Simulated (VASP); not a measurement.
# InC2 (P4/mbm) in VASP: further runs, part 3 of 3

VASP 6.6.1. Earlier steps stand in the parts before.

**6. Single point, PBE, collinear spin**

INCAR reads:

```
SYSTEM = InC2
PREC     = Accurate       ! precision mode
ENCUT    = 520            ! plane-wave cutoff, eV
EDIFF    = 1E-6           ! SCF threshold, eV
ISMEAR   = 0              ! smearing method
SIGMA    = 0.1            ! smearing width, eV
LREAL    = .FALSE.        ! projectors in reciprocal space
LASPH    = .TRUE.         ! aspherical terms in the spheres
NELM     = 150            ! most SCF steps
ALGO     = Normal         ! electronic algorithm
ISIF     = 2              ! what is computed and relaxed
LWAVE    = .FALSE.        ! write WAVECAR
LCHARG   = .TRUE.         ! write CHGCAR
ISPIN    = 2              ! spin polarisation
MAGMOM   = 0 0 1 1 1 1    ! initial moments
LORBIT   = 11             ! projections on sites
GGA      = PE             ! functional
LELF     = .TRUE.         ! ELF
LVHAR    = .TRUE.       
NBANDS   = 34             ! bands
```

KPOINTS reads:

```
regular mesh
0
G
  4 4 8
  0 0 0
```

POSCAR reads:

```
InC2
1.0
    5.6000802800      0.0000000000      0.0000000000
    0.0000000000      5.6000802800      0.0000000000
    0.0000000000      0.0000000000      2.2194710300
In C
2 4
Direct
    0.5000000000      0.5000000000      0.0000000000
    0.0000000000      0.0000000000      0.0000000000
    0.8631799800      0.6368200200      0.0000000000
    0.1368200200      0.3631799800      0.0000000000
    0.6368200200      0.1368200200      0.0000000000
    0.3631799800      0.8631799800      0.0000000000
```

Potentials or basis: VASP PAW PBE potentials, release 64 (In_d, C).

Command:

```
$ cat potpaw_PBE.64/In_d/POTCAR potpaw_PBE.64/C/POTCAR > POTCAR
$ mpirun -np 1 vasp_std > vasp.out
```

OUTCAR:

```text
SYSTEM = InC2
   PREC = Accurate
   ENCUT = 520
   EDIFF = 1E-6
   ISMEAR = 0
   LREAL = .FALSE.
   LASPH = .TRUE.
   NELM = 150
   ISIF = 2
   ISPIN = 2
   LORBIT = 11
   GGA = PE

 ion  position               nearest neighbor table
   1  0.500  0.500  0.000-   3 2.17   4 2.17   5 2.17   6 2.17   2 3.96   2 3.96   2 3.96   2 3.96

   2  0.000  0.000  0.000-   3 2.17   4 2.17   5 2.17   6 2.17   1 3.96   1 3.96   1 3.96   1 3.96

   3  0.863  0.637  0.000-   1 2.17   2 2.17
   4  0.137  0.363  0.000-   1 2.17   2 2.17
   5  0.637  0.137  0.000-   1 2.17   2 2.17
   6  0.363  0.863  0.000-   1 2.17   2 2.17

  LATTYP: Found a simple tetragonal cell.
 ALAT       =     5.6000802800
 C/A-ratio  =     0.3963284308

  Lattice vectors:

 A1 = (   5.6000802800,   0.0000000000,   0.0000000000)
 A2 = (   0.0000000000,   5.6000802800,   0.0000000000)
 A3 = (   0.0000000000,   0.0000000000,   2.2194710300)

Analysis of symmetry for initial positions (statically):
=====================================================================
 Subroutine PRICEL returns:
 Original cell was already a primitive cell.

 Routine SETGRP: Setting up the symmetry group for a
 simple tetragonal supercell.

 Subroutine GETGRP returns: Found 16 space group operations
 (whereof  8 operations were pure point group operations)
 out of a pool of 16 trial point group operations.

The static configuration has the point symmetry C_4h.
 The point group associated with its full space group is D_4h.

Analysis of symmetry for dynamics (positions and initial velocities):
=====================================================================
 Subroutine PRICEL returns:
 Original cell was already a primitive cell.

 Routine SETGRP: Setting up the symmetry group for a
 simple tetragonal supercell.

 Subroutine GETGRP returns: Found 16 space group operations
 (whereof  8 operations were pure point group operations)
 out of a pool of 16 trial point group operations.

The dynamic configuration has the point symmetry C_4h.
 The point group associated with its full space group is D_4h.

Analysis of structural, dynamic, and magnetic symmetry:
=====================================================================
 Subroutine PRICEL returns:
 Original cell was already a primitive cell.

 Routine SETGRP: Setting up the symmetry group for a
 simple tetragonal supercell.

 Subroutine GETGRP returns: Found 16 space group operations
 (whereof  8 operations were pure point group operations)
 out of a pool of 16 trial point group operations.

The overall configuration has the point symmetry C_4h.
 The point group associated with its full space group is D_4h.

 Subroutine INISYM returns: Found 16 space group operations
 (whereof  8 operations are pure point group operations),
 and found     1 'primitive' translations

----------------------------------------------------------------------------------------

                                     Primitive cell

  volume of cell :      69.6046

  direct lattice vectors                    reciprocal lattice vectors
     5.600080280  0.000000000  0.000000000     0.178568869  0.000000000  0.000000000
     0.000000000  5.600080280  0.000000000     0.000000000  0.178568869  0.000000000
     0.000000000  0.000000000  2.219471030     0.000000000  0.000000000  0.450557807

  length of vectors
     5.600080280  5.600080280  2.219471030     0.178568869  0.178568869  0.450557807

  position of ions in fractional coordinates (direct lattice)
     0.500000000  0.500000000  0.000000000
     0.000000000  0.000000000  0.000000000
     0.863179980  0.636820020  0.000000000
     0.136820020  0.363179980  0.000000000
     0.636820020  0.136820020  0.000000000
     0.363179980  0.863179980  0.000000000

[... 96 lines left out ...]
   EFERMI_NEDOS =   21; number of points for ismear=-14 and -15
   IALGO  =     38    algorithm
   IMIX   =      4    mixing-type and parameters
     AMIX     =   0.40;   BMIX     =  1.00
     AMIX_MAG =   1.60;   BMIX_MAG =  1.00
  volume/ion in A,a.u.               =      11.60        78.29
  Fermi-wavevector in a.u.,A,eV,Ry     =   1.383392  2.614232 26.038469  1.913773
  Thomas-Fermi vector in A             =   2.507994
   LORBIT       =     11    0 simple, 1 ext, 2 COOP (PROOUT), +10 PAW based schemes
   GGA     = PE    functional components
   LHFCALC =     F    Hartree Fock is set to
   AEXX    =    0.0000 exact exchange contribution
   IVDW    =     0    specifies the selected vdW correction
   LEPSILON=     F    determine dielectric tensor
   LRPA    =     F    only Hartree local field effects (RPA)
 spin polarized calculation
 Gauss-broadening in eV      SIGMA  =   0.10
  energy-cutoff  :      520.00
  volume of cell :       69.60
 maximum number of plane-waves:      1904
 NGX is ok and might be reduce to    42
   NGX = 21   NGY = 21   NGZ =  9

 number of electron      42.0000008 magnetization       0.0006817

 number of electron      42.0000008 magnetization      -0.0010473

 Free energy of the ion-electron system (eV)
  ---------------------------------------------------
  ext. energy  EPLUGINS =         0.00000000
  ---------------------------------------------------
  free energy    TOTEN  =       -21.23047662 eV

  energy without entropy =      -21.22059447  energy(sigma->0) =      -21.22553554

 E-fermi :   8.6505     XC(G=0): -11.7752

 val. band max:        8.6335596659   @ k =   0.2500   0.2500   0.5000
 cond. band min:       8.6775253895   @ k =   0.2500   0.2500   0.3750
 fundamental gap:      0.0439657236
 Fermi energy:         8.6505038828

 spin component 1

 k-point     1 :       0.0000    0.0000    0.0000
  band No.  band energies     occupation
      1      -9.9722      1.00000
      2      -9.9597      1.00000
      3      -7.6597      1.00000
      4      -7.0006      1.00000
      5      -6.7490      1.00000
      6      -6.5533      1.00000
[... 853 lines left out ...]
     32      18.6946      0.00000
     33      20.3064      0.00000

 [... further k-points ...]

 spin component 2

 k-point     1 :       0.0000    0.0000    0.0000
  band No.  band energies     occupation
      1      -9.9722      1.00000
      2      -9.9597      1.00000
      3      -7.6598      1.00000
      4      -7.0006      1.00000
      5      -6.7490      1.00000
      6      -6.5533      1.00000
[... 853 lines left out ...]
     32      18.6944      0.00000
     33      20.3064      0.00000

 [... further k-points ...]

 [bands above 33 left out]

------------------------ aborting loop because EDIFF is reached ----------------------------------------

  FORCE on cell =-STRESS in cart. coord.  units (eV):
  Direction    XX          YY          ZZ          XY          YZ          ZX
  --------------------------------------------------------------------------------------
  -------------------------------------------------------------------------------------
  Total        3.5322067      3.5322067     38.1163238      0.0000000      0.0000000      0.0000000
  in kB       81.3052713     81.3052713    877.3716624      0.0000000      0.0000000      0.0000000
  external PRESSURE =     346.6607350 kB  Pullay stress =       0.0000000 kB

 VOLUME and BASIS-vectors are now :
 -----------------------------------------------------------------------------
  energy-cutoff  :      520.00
  volume of cell :       69.60
      direct lattice vectors                 reciprocal lattice vectors
     5.600080280  0.000000000  0.000000000     0.178568869  0.000000000  0.000000000
     0.000000000  5.600080280  0.000000000     0.000000000  0.178568869  0.000000000
     0.000000000  0.000000000  2.219471030     0.000000000  0.000000000  0.450557807

 POSITION                                       TOTAL-FORCE (eV/Angst)
 -----------------------------------------------------------------------------------
      2.80004      2.80004      0.00000        -0.000000     -0.000000     -0.000000
      0.00000      0.00000      0.00000        -0.000000     -0.000000     -0.000000
      4.83388      3.56624      0.00000         2.496684     -2.496684     -0.000000
      0.76620      2.03384      0.00000        -2.496684      2.496684      0.000000
      3.56624      0.76620      0.00000        -2.496684     -2.496684     -0.000000
      2.03384      4.83388      0.00000         2.496684      2.496684     -0.000000
 -----------------------------------------------------------------------------------
    total drift:                                0.000000     -0.000000     -0.000000

  FREE ENERGIE OF THE ION-ELECTRON SYSTEM (eV)
  ---------------------------------------------------
  free  energy   TOTEN  =       -21.2304766162 eV

  energy  without entropy=      -21.2205944724  energy(sigma->0) =      -21.22553554

 total charge

# of ion       s       p       d       tot
------------------------------------------
    1        0.953   1.193  10.038  12.184
    2        0.953   1.193  10.038  12.184
    3        0.949   1.210   0.000   2.160
    4        0.949   1.210   0.000   2.160
    5        0.949   1.210   0.000   2.160
    6        0.949   1.210   0.000   2.160
--------------------------------------------------
tot          5.704   7.226  20.077  33.008

 magnetization (x)

# of ion       s       p       d       tot
------------------------------------------
    1        0.000   0.000  -0.000   0.000
    2        0.000   0.000  -0.000   0.000
    3       -0.000  -0.000   0.000  -0.000
    4       -0.000  -0.000   0.000  -0.000
    5       -0.000  -0.000   0.000  -0.000
    6       -0.000  -0.000   0.000  -0.000
--------------------------------------------------
tot         -0.000  -0.000  -0.000  -0.000
```

Wall time 72 s (1 thread of Intel Xeon 6975P-C (Granite Rapids), shared host); peak memory 0.26 GiB.

What came out:

```
Free energy                                           : -21.2305 eV
Pressure                                              : 34.7 GPa
Largest force                                         : 3.531 eV/Å
Band gap on the k mesh                                : zero (filled and empty bands overlap)
Net moment                                            : 0.00 μB per cell
Valence electrons inside the program's atomic spheres : In 12.18; C 2.16
```

Forces in eV/Å, atoms in the order of the input:
```
In   0.000  0.000  0.000
In   0.000  0.000  0.000
C    2.497 -2.497  0.000
C   -2.497  2.497  0.000
C   -2.497 -2.497  0.000
C    2.497  2.497  0.000
```

Levels at points of the mesh, in eV from the Fermi level:
Spin up:
| k point | band 18 | band 19 | band 20 | band 21 | band 22 | band 23 |
| --- | --- | --- | --- | --- | --- | --- |
| (0.00, 0.00, 0.00) | -5.26 | -3.71 | 0.69 | 1.90 | 1.90 | 1.93 |
| (0.50, 0.00, 0.00) | -4.18 | -1.41 | -1.41 | 0.41 | 0.41 | 3.60 |
| (0.50, 0.50, 0.00) | -4.10 | -4.10 | -4.10 | 1.98 | 1.98 | 2.64 |
| (0.00, 0.00, 0.50) | -3.09 | -1.95 | -1.59 | -1.59 | -1.25 | -0.60 |
| (0.50, 0.00, 0.50) | -3.45 | -2.37 | -2.37 | -0.55 | -0.55 | 0.50 |
| (0.50, 0.50, 0.50) | -4.53 | -0.93 | -0.93 | -0.45 | -0.45 | -0.29 |
Spin down:
| k point | band 17 | band 18 | band 19 | band 20 | band 21 | band 22 | band 23 | band 24 |
| --- | --- | --- | --- | --- | --- | --- | --- | --- |
| (0.00, 0.00, 0.00) | -5.48 | -5.26 | -3.71 | 0.69 | 1.90 | 1.90 | 1.93 | 5.37 |
| (0.50, 0.00, 0.00) | -4.18 | -4.18 | -1.41 | -1.41 | 0.41 | 0.41 | 3.60 | 3.60 |
| (0.50, 0.50, 0.00) | -4.10 | -4.10 | -4.10 | -4.10 | 1.98 | 1.98 | 2.64 | 2.64 |
| (0.00, 0.00, 0.50) | -3.09 | -3.09 | -1.95 | -1.59 | -1.59 | -1.25 | -0.60 | -0.60 |
| (0.50, 0.00, 0.50) | -3.45 | -3.45 | -2.37 | -2.37 | -0.55 | -0.55 | 0.50 | 0.50 |
| (0.50, 0.50, 0.50) | -4.53 | -4.53 | -0.93 | -0.93 | -0.45 | -0.45 | -0.29 | -0.29 |

Caveat: the cell stands under pressure; spin-orbit coupling is left out, which moves the levels of the heavy elements; forces of over 1 eV/Å act on the atoms, so gaps and moduli don't describe the material at rest.

**7. Summary**

```tsv
task	spin	cell	k mesh	cutoff (eV)	gap on the mesh (eV)	pressure (GPa)	moment (μB)	largest force (eV/Å)
single point	off	a = 5.600, b = 5.600, c = 2.219 Å, 6 atoms, atomic positions A	4 × 4 × 8	520	none	34.7	-	3.53
single point	off	a = 5.424, b = 5.424, c = 3.847 Å, 6 atoms, atomic positions B	4 × 4 × 8	520	none	0.2	-	0.08
relaxation of cell and atoms	off	relaxed from a = 5.600, b = 5.600, c = 2.219 Å, 6 atoms, atomic positions A	4 × 4 × 8	600	none	-0.3	-	0.01
single point	collinear	a = 5.424, b = 5.424, c = 3.847 Å, 6 atoms, atomic positions B	4 × 4 × 4	520	none	0.0	0.00	0.06
single point	collinear	a = 5.600, b = 5.600, c = 2.219 Å, 6 atoms, atomic positions A	4 × 4 × 8	520	none	34.7	0.00	3.53
```

Alike in all rows: level PBE; potentials or basis VASP PAW PBE potentials, release 64 (In_d, C); smearing gaussian 0.1 eV.

Caveats: some runs use coarse meshes; spin-orbit coupling is left out, which moves the levels of the heavy elements; the cell stands under pressure (at least some runs); forces of over 1 eV/Å act on the atoms, so gaps and moduli don't describe the material at rest (at least some runs).

Total energies depend on the potentials used, so only differences within one code and one set of settings carry meaning.
